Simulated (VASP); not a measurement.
# Sb (Pm-3m) in VASP: further runs

Sb is run at these levels: PBE, LDA, PBEsol, RPBE+D3(BJ), RPBE+D4; tasks: single point, relaxation of cell and atoms.

Program: VASP 6.6.1. These are calculated values, not measurements. Logs are shortened: lines on timing, memory, paths and dates and some standing lists are left out, and cuts for length are marked.

## 1. The cell of the first run

The structure is cubic, space group Pm-3m (No. 221). Conventional cell: a = 3.160 Å, b = 3.160 Å, c = 3.160 Å, α = 90.00°, β = 90.00°, γ = 90.00°. Within 4.2 Å of Sb (site symmetry m-3m) lie 6 Sb at 3.16 Å.

## 2. Single point, PBE, non-collinear spin, zero start, spin-orbit coupling

INCAR

```
SYSTEM = Sb
ALGO = Normal
EDIFF = 1E-6
ENCUT = 520
GGA = PE
GGA_COMPAT = .False.
ISIF = 2
ISMEAR = -1
LASPH = .True.
LCHARG = .False.
LNONCOLLINEAR = .True.
LORBIT = 11
LORBMOM = .True.
LREAL = .False.
LSORBIT = .True.
LWAVE = .False.
MAGMOM = 0 0 0
NBANDS = 16
NELM = 150
PREC = Accurate
SIGMA = 0.05
```

KPOINTS

```
k-points
0
Gamma
  6 6 6
  0 0 0
```

POSCAR

```
Sb
1.0
    3.1600000000      0.0000000000      0.0000000000
    0.0000000000      3.1600000000      0.0000000000
    0.0000000000      0.0000000000      3.1600000000
Sb
1
Direct
    0.0000000000      0.0000000000      0.0000000000
```

Potentials or basis: VASP PAW PBE potentials, release 64 (Sb).

The run is started by

```console
$ cat potpaw_PBE.64/Sb/POTCAR > POTCAR
$ mpirun -np 1 vasp_ncl > vasp.out
```

OUTCAR:

```text
SYSTEM = Sb
   EDIFF = 1E-6
   ENCUT = 520
   GGA = PE
   ISIF = 2
   ISMEAR = -1
   LASPH = .True.
   LNONCOLLINEAR = .True.
   LORBIT = 11
   LREAL = .False.
   LSORBIT = .True.
   NELM = 150
   PREC = Accurate

 ion  position               nearest neighbor table
   1  0.000  0.000  0.000-

  LATTYP: Found a simple cubic cell.
 ALAT       =     3.1600000000

  Lattice vectors:

 A1 = (   3.1600000000,   0.0000000000,   0.0000000000)
 A2 = (   0.0000000000,   3.1600000000,   0.0000000000)
 A3 = (   0.0000000000,   0.0000000000,   3.1600000000)

Analysis of symmetry for initial positions (statically):
=====================================================================
 Subroutine PRICEL returns:
 Original cell was already a primitive cell.

 Routine SETGRP: Setting up the symmetry group for a
 simple cubic supercell.

 Subroutine GETGRP returns: Found 48 space group operations
 (whereof 48 operations were pure point group operations)
 out of a pool of 48 trial point group operations.

The static configuration has the point symmetry O_h .

Analysis of symmetry for dynamics (positions and initial velocities):
=====================================================================
 Subroutine PRICEL returns:
 Original cell was already a primitive cell.

 Routine SETGRP: Setting up the symmetry group for a
 simple cubic supercell.

 Subroutine GETGRP returns: Found 48 space group operations
 (whereof 48 operations were pure point group operations)
 out of a pool of 48 trial point group operations.

The dynamic configuration has the point symmetry O_h .

Analysis of structural, dynamic, and magnetic symmetry:
=====================================================================
 Subroutine PRICEL returns:
 Original cell was already a primitive cell.

 Routine SETGRP: Setting up the symmetry group for a
 simple cubic supercell.

 Subroutine GETGRP returns: Found 48 space group operations
 (whereof 48 operations were pure point group operations)
 out of a pool of 48 trial point group operations.

The overall configuration has the point symmetry O_h .

 Subroutine INISYM returns: Found 48 space group operations
 (whereof 48 operations are pure point group operations),
 and found     1 'primitive' translations

----------------------------------------------------------------------------------------

                                     Primitive cell

  volume of cell :      31.5545

  direct lattice vectors                    reciprocal lattice vectors
     3.160000000  0.000000000  0.000000000     0.316455696  0.000000000  0.000000000
     0.000000000  3.160000000  0.000000000     0.000000000  0.316455696  0.000000000
     0.000000000  0.000000000  3.160000000     0.000000000  0.000000000  0.316455696

  length of vectors
     3.160000000  3.160000000  3.160000000     0.316455696  0.316455696  0.316455696

  position of ions in fractional coordinates (direct lattice)
     0.000000000  0.000000000  0.000000000

  ion indices of the primitive-cell ions
   primitive index   ion index
                 1           1

----------------------------------------------------------------------------------------

 KPOINTS: k-points

Automatic generation of k-mesh.
 Grid dimensions read from file:
 generate k-points for:    6    6    6

 Generating k-lattice:

  Cartesian coordinates                     Fractional coordinates (reciprocal lattice)
     0.052742616  0.000000000  0.000000000     0.166666667  0.000000000  0.000000000
     0.000000000  0.052742616  0.000000000     0.000000000  0.166666667  0.000000000
     0.000000000  0.000000000  0.052742616     0.000000000  0.000000000  0.166666667

  Length of vectors
     0.052742616  0.052742616  0.052742616

  Shift w.r.t. Gamma in fractional coordinates (k-lattice)
     0.000000000  0.000000000  0.000000000

 Subroutine IBZKPT returns following result:
 ===========================================

 Found     20 irreducible k-points:

 Following reciprocal coordinates:
            Coordinates               Weight
  0.000000  0.000000  0.000000      1.000000
  0.166667  0.000000  0.000000      6.000000
  0.333333  0.000000  0.000000      6.000000
  0.500000  0.000000  0.000000      3.000000
  0.166667  0.166667  0.000000     12.000000
  0.333333  0.166667  0.000000     24.000000
[... 12 lines left out ...]
  0.500000  0.500000  0.333333      6.000000
  0.500000  0.500000  0.500000      1.000000
   k-points           NKPTS =     20   k-points in BZ     NKDIM =     20   number of bands    NBANDS=     16
   number of dos      NEDOS =    301   number of ions     NIONS =      1
   total plane-waves  NPLWV =  13824
   dimension x,y,z NGX =    24 NGY =   24 NGZ =   24
   dimension x,y,z NGXF=    48 NGYF=   48 NGZF=   48
   ions per type =               1
   NGX,Y,Z   is equivalent  to a cutoff of  12.63, 12.63, 12.63 a.u.
   NGXF,Y,Z  is equivalent  to a cutoff of  25.25, 25.25, 25.25 a.u.
 SYSTEM =  Sb
   PREC   = accura    normal or accurate (medium, high low for compatibility)
   ISTART =      0    job   : 0-new  1-cont  2-samecut
   ICHARG =      2    charge: 1-file 2-atom 10-const
   ISPIN  =      1    spin polarized calculation?
   LNONCOLLINEAR =      T non collinear calculations
   LSORBIT =      T    spin-orbit coupling
   LASPH  =      T    aspherical Exc in radial PAW
   ENCUT  =  520.0 eV  38.22 Ry    6.18 a.u.   5.88  5.88  5.88*2*pi/ulx,y,z
   NELM   =    150;   NELMIN=  2; NELMDL= -5     # of ELM steps
   EDIFF  = 0.1E-05   stopping-criterion for ELM
   LREAL  =      F    real-space projection
   EDIFFG = 0.1E-04   stopping-criterion for IOM
   NSW    =      0    number of steps for IOM
   IBRION =     -1    ionic relax: 0-MD 1-quasi-New 2-CG
   NFREE  =      0    steps in history (QN), initial steepest desc. (CG)
   ISIF   =      2    stress and relaxation
   ISYM   =      2    0-nonsym 1-usesym 2-fastsym
   POTIM  = 0.5000    time-step for ionic-motion
   TEBEG  =    0.0;   TEEND  =   0.0 temperature during run
   PSTRESS=    0.0 pullay stress
   NELECT =       5.0000    total number of electrons
   NUPDOWN=      -1.0000    fix difference up-down
   EMIN   =  10.00;   EMAX   =-10.00  energy-range for DOS
   EFERMI =   0.00;   METHOD = LEGACY
   ISMEAR =    -1;   SIGMA  =   0.05  broadening in eV -4-tet -1-fermi 0-gaus
   EFERMI_NEDOS =   21; number of points for ismear=-14 and -15
   IALGO  =     38    algorithm
   IMIX   =      4    mixing-type and parameters
     AMIX     =   0.40;   BMIX     =  1.00
     AMIX_MAG =   1.60;   BMIX_MAG =  1.00
  volume/ion in A,a.u.               =      31.55       212.94
  Fermi-wavevector in a.u.,A,eV,Ry     =   0.885886  1.674081 10.677766  0.784794
  Thomas-Fermi vector in A             =   2.006979
   LORBIT       =     11    0 simple, 1 ext, 2 COOP (PROOUT), +10 PAW based schemes
   GGA     = PE    functional components
   LHFCALC =     F    Hartree Fock is set to
   AEXX    =    0.0000 exact exchange contribution
   IVDW    =     0    specifies the selected vdW correction
   LEPSILON=     F    determine dielectric tensor
   LRPA    =     F    only Hartree local field effects (RPA)
  energy-cutoff  :      520.00
  volume of cell :       31.55
 maximum number of plane-waves:      1744
 NGX is ok and might be reduce to    24
   NGX = 11   NGY = 11   NGZ = 11

 number of electron       5.0000000 magnetization       0.0000000      0.0000000      0.0000000

 number of electron       5.0000001 magnetization      -0.0000000     -0.0000000      0.0000000

 number of electron       5.0000001 magnetization       0.0000000      0.0000000     -0.0000000

 Free energy of the ion-electron system (eV)
  ---------------------------------------------------
  ext. energy  EPLUGINS =         0.00000000
  ---------------------------------------------------
  free energy    TOTEN  =        -4.18144699 eV

  energy without entropy =       -4.17276082  energy(sigma->0) =       -4.17710391

 E-fermi :   6.6308     XC(G=0):  -9.3771

 val. band max:        6.6096599019   @ k =   0.1667   0.1667   0.0000
 cond. band min:       6.6548223322   @ k =   0.5000   0.3333   0.3333
 fundamental gap:      0.0451624303
 Fermi energy:         6.6308255792

 k-point     1 :       0.0000    0.0000    0.0000
  band No.  band energies     occupation
      1      -5.5058      1.00000
      2      -5.5058      1.00000
      3       8.9825      0.00000
      4       8.9825      0.00000
      5       9.8654      0.00000
      6       9.8654      0.00000
[... 8 lines left out ...]
     15      23.5609      0.00000
     16      23.5609      0.00000

 k-point     2 :       0.1667    0.0000    0.0000
  band No.  band energies     occupation
      1      -5.1313      1.00000
      2      -5.1313      1.00000
      3       6.4743      0.95816
      4       6.4743      0.95816
      5       9.6511      0.00000
      6       9.6511      0.00000
[... 8 lines left out ...]
     15      21.3393      0.00000
     16      21.3396      0.00000

 k-point     3 :       0.3333    0.0000    0.0000
  band No.  band energies     occupation
      1      -4.1140      1.00000
      2      -4.1140      1.00000
      3       2.9541      1.00000
      4       2.9541      1.00000
      5      10.4762      0.00000
      6      10.4762      0.00000
[... 8 lines left out ...]
     15      19.0045      0.00000
     16      19.0045      0.00000
[... 286 lines left out ...]
 k-point    19 :       0.5000    0.5000    0.3333
  band No.  band energies     occupation
      1       0.5658      1.00000
      2       0.5658      1.00000
      3       4.1036      1.00000
      4       4.1036      1.00000
      5       4.5809      1.00000
      6       4.5809      1.00000
[... 8 lines left out ...]
     15      15.4056      0.00000
     16      15.4056      0.00000

 k-point    20 :       0.5000    0.5000    0.5000
  band No.  band energies     occupation
      1       1.6269      1.00000
      2       1.6269      1.00000
      3       4.4587      1.00000
      4       4.4587      1.00000
      5       5.1843      1.00000
      6       5.1843      1.00000
[... 8 lines left out ...]
     15      13.5292      0.00000
     16      13.5292      0.00000

------------------------ aborting loop because EDIFF is reached ----------------------------------------

  FORCE on cell =-STRESS in cart. coord.  units (eV):
  Direction    XX          YY          ZZ          XY          YZ          ZX
  --------------------------------------------------------------------------------------
  -------------------------------------------------------------------------------------
  Total       -0.3773301     -0.3773301     -0.3773301     -0.0000000     -0.0000000      0.0000000
  in kB      -19.1589083    -19.1589083    -19.1589083     -0.0000000     -0.0000000      0.0000000
  external PRESSURE =     -19.1589083 kB  Pullay stress =       0.0000000 kB

 VOLUME and BASIS-vectors are now :
 -----------------------------------------------------------------------------
  energy-cutoff  :      520.00
  volume of cell :       31.55
      direct lattice vectors                 reciprocal lattice vectors
     3.160000000  0.000000000  0.000000000     0.316455696  0.000000000  0.000000000
     0.000000000  3.160000000  0.000000000     0.000000000  0.316455696  0.000000000
     0.000000000  0.000000000  3.160000000     0.000000000  0.000000000  0.316455696

 POSITION                                       TOTAL-FORCE (eV/Angst)
 -----------------------------------------------------------------------------------
      0.00000      0.00000      0.00000         0.000000      0.000000      0.000000
 -----------------------------------------------------------------------------------
    total drift:                               -0.000000      0.000000     -0.000000

  FREE ENERGIE OF THE ION-ELECTRON SYSTEM (eV)
  ---------------------------------------------------
  free  energy   TOTEN  =        -4.1814469909 eV

  energy  without entropy=       -4.1727608231  energy(sigma->0) =       -4.17710391

 orbital moment (x)

 # of ion     p       d       tot
 ----------------------------------------
  1        -0.000   0.000  -0.000
 ----------------------------------------
           -0.000   0.000  -0.000

 orbital moment (y)

 # of ion     p       d       tot
 ----------------------------------------
  1         0.000   0.000   0.000
 ----------------------------------------
            0.000   0.000   0.000

 orbital moment (z)

 # of ion     p       d       tot
 ----------------------------------------
  1         0.000   0.000   0.000
 ----------------------------------------
            0.000   0.000   0.000

 Spin-Orbit-Coupling matrix elements

 Ion:    1  E_soc:     -0.1404080
 l=   1
     0.0000000    -0.0233148    -0.0233148
    -0.0233148     0.0000000    -0.0233148
    -0.0233148    -0.0233148     0.0000000
 l=   2
     0.0000000    -0.0000075     0.0000000    -0.0000075    -0.0000790
    -0.0000075     0.0000000    -0.0000593    -0.0000075    -0.0000198
     0.0000000    -0.0000593     0.0000000    -0.0000593     0.0000000
    -0.0000075    -0.0000075    -0.0000593     0.0000000    -0.0000198
    -0.0000790    -0.0000198     0.0000000    -0.0000198     0.0000000
 l=   3
     0.0000000     0.0000000     0.0000000     0.0000000     0.0000000     0.0000000     0.0000000
     0.0000000     0.0000000     0.0000000     0.0000000     0.0000000     0.0000000     0.0000000
     0.0000000     0.0000000     0.0000000     0.0000000     0.0000000     0.0000000     0.0000000
     0.0000000     0.0000000     0.0000000     0.0000000     0.0000000     0.0000000     0.0000000
     0.0000000     0.0000000     0.0000000     0.0000000     0.0000000     0.0000000     0.0000000
     0.0000000     0.0000000     0.0000000     0.0000000     0.0000000     0.0000000     0.0000000
     0.0000000     0.0000000     0.0000000     0.0000000     0.0000000     0.0000000     0.0000000

 total charge

# of ion       s       p       d       tot
------------------------------------------
    1        1.222   1.099   0.030   2.350

 magnetization (x)

# of ion       s       p       d       tot
------------------------------------------
    1       -0.000   0.000  -0.000  -0.000

 magnetization (y)

# of ion       s       p       d       tot
------------------------------------------
    1       -0.000   0.000  -0.000  -0.000

 magnetization (z)

# of ion       s       p       d       tot
------------------------------------------
    1       -0.000   0.000   0.000  -0.000
```

Run time: 16 s. Hardware: 1 thread of Intel Xeon Platinum 8259CL at 2.50GHz (Skylake/Cascade Lake), shared host; peak memory 0.19 GiB.

Results:

* Free energy: -4.1814 eV
* Pressure: -1.9 GPa
* Net moment: 0.00 μB per cell
* Valence electrons inside the program's atomic spheres: Sb 2.35

Moments on the atoms (μB; x, y, z):
```
Sb  0.00 0.00 0.00
```

## 3. Single point, LDA, non-collinear spin, zero start, spin-orbit coupling

INCAR

```
SYSTEM = Sb
PREC = Accurate
ENCUT = 520
EDIFF = 1E-6
ISMEAR = -1
SIGMA = 0.05
LREAL = .False.
LASPH = .True.
NELM = 150
ALGO = Normal
ISIF = 2
LWAVE = .False.
LCHARG = .True.
MAGMOM = 0 0 0
LORBIT = 11
LSORBIT = .True.
GGA_COMPAT = .False.
LORBMOM = .True.
GGA = CA
LVHAR = .True.
NBANDS = 16
```

KPOINTS

```
regular mesh
0
Gamma
  6 6 6
  0 0 0
```

POSCAR is that of step 2.

Potentials or basis: VASP PAW LDA potentials, release 64 (Sb).

The run is started by

```console
$ cat potpaw_LDA.64/Sb/POTCAR > POTCAR
$ mpirun -np 1 vasp_ncl > vasp.out
```

OUTCAR:

```text
SYSTEM = Sb
   PREC = Accurate
   ENCUT = 520
   EDIFF = 1E-6
   ISMEAR = -1
   LREAL = .False.
   LASPH = .True.
   NELM = 150
   ISIF = 2
   LORBIT = 11
   LSORBIT = .True.
   GGA = CA

 ion  position               nearest neighbor table
   1  0.000  0.000  0.000-

  LATTYP: Found a simple cubic cell.
 ALAT       =     3.1600000000

  Lattice vectors:

 A1 = (   3.1600000000,   0.0000000000,   0.0000000000)
 A2 = (   0.0000000000,   3.1600000000,   0.0000000000)
 A3 = (   0.0000000000,   0.0000000000,   3.1600000000)

Analysis of symmetry for initial positions (statically):
=====================================================================
[... 620 lines left out ...]
  1         0.000   0.000   0.000
 ----------------------------------------
            0.000   0.000   0.000

 Spin-Orbit-Coupling matrix elements

 Ion:    1  E_soc:     -0.1477233
 l=   1
     0.0000000    -0.0245071    -0.0245071
    -0.0245071     0.0000000    -0.0245071
    -0.0245071    -0.0245071     0.0000000
 l=   2
     0.0000000    -0.0000096     0.0000000    -0.0000096    -0.0001038
    -0.0000096     0.0000000    -0.0000779    -0.0000096    -0.0000260
     0.0000000    -0.0000779     0.0000000    -0.0000779     0.0000000
    -0.0000096    -0.0000096    -0.0000779     0.0000000    -0.0000260
    -0.0001038    -0.0000260     0.0000000    -0.0000260     0.0000000
 l=   3
     0.0000000     0.0000000     0.0000000     0.0000000     0.0000000     0.0000000     0.0000000
     0.0000000     0.0000000     0.0000000     0.0000000     0.0000000     0.0000000     0.0000000
     0.0000000     0.0000000     0.0000000     0.0000000     0.0000000     0.0000000     0.0000000
     0.0000000     0.0000000     0.0000000     0.0000000     0.0000000     0.0000000     0.0000000
     0.0000000     0.0000000     0.0000000     0.0000000     0.0000000     0.0000000     0.0000000
     0.0000000     0.0000000     0.0000000     0.0000000     0.0000000     0.0000000     0.0000000
     0.0000000     0.0000000     0.0000000     0.0000000     0.0000000     0.0000000     0.0000000

 total charge

# of ion       s       p       d       tot
------------------------------------------
    1        1.232   1.109   0.031   2.371

 magnetization (x)

# of ion       s       p       d       tot
------------------------------------------
    1        0.000  -0.000  -0.000   0.000

 magnetization (y)

# of ion       s       p       d       tot
------------------------------------------
    1        0.000  -0.000  -0.000   0.000

 magnetization (z)

# of ion       s       p       d       tot
------------------------------------------
    1        0.000  -0.000  -0.000   0.000
```

OSZICAR:

```text
N       E                     dE             d eps       ncg     rms          rms(c)
DAV:   1     0.121756858844E+02    0.12176E+02   -0.16065E+03   640   0.467E+02
DAV:   2    -0.404355423359E+01   -0.16219E+02   -0.15078E+02   944   0.843E+01
DAV:   3    -0.482810339055E+01   -0.78455E+00   -0.78013E+00   784   0.182E+01
DAV:   4    -0.483462127566E+01   -0.65179E-02   -0.65175E-02   784   0.200E+00
DAV:   5    -0.483470380497E+01   -0.82529E-04   -0.82529E-04   792   0.232E-01    0.220E+00
DAV:   6    -0.483288561212E+01    0.18182E-02   -0.34308E-04   752   0.110E-01    0.130E+00
DAV:   7    -0.483197212479E+01    0.91349E-03   -0.20911E-04   744   0.847E-02    0.771E-01
DAV:   8    -0.483169297882E+01    0.27915E-03   -0.16541E-04   712   0.760E-02    0.383E-02
DAV:   9    -0.483169477223E+01   -0.17934E-05   -0.11462E-05   776   0.205E-02    0.379E-03
DAV:  10    -0.483169497588E+01   -0.20365E-06   -0.30248E-07   560   0.405E-03
   1 F= -.48316950E+01 E0= -.48272676E+01  d E =-.885477E-02  mag=    -0.0000     0.0000    -0.0000
```

stdout:

```text
POSCAR found type information on POSCAR Sb
 POSCAR found :  1 types and       1 ions
 scaLAPACK will be used
 LDA part: xc-table for (Slater(with rela. corr.)+CA(PZ))
 , standard interpolation
 POSCAR, INCAR and KPOINTS ok, starting setup
 FFT: planning ... GRIDC
 FFT: planning ... GRID_SOFT
 FFT: planning ... GRID
 WAVECAR not read
 entering main loop
```

It took 12 s on 1 thread of Intel Xeon Platinum 8259CL at 2.50GHz (Skylake/Cascade Lake), shared host; peak memory 0.17 GiB.

What came out:

| Item | Value |
| --- | --- |
| Free energy | -4.8317 eV |
| Pressure | -5.2 GPa |
| Net moment | 0.00 μB per cell |
| Valence electrons inside the program's atomic spheres | Sb 2.37 |

Moments on the atoms (μB; x, y, z):
```
Sb  0.00 0.00 0.00
```

(Continued in part 2 of 2.)
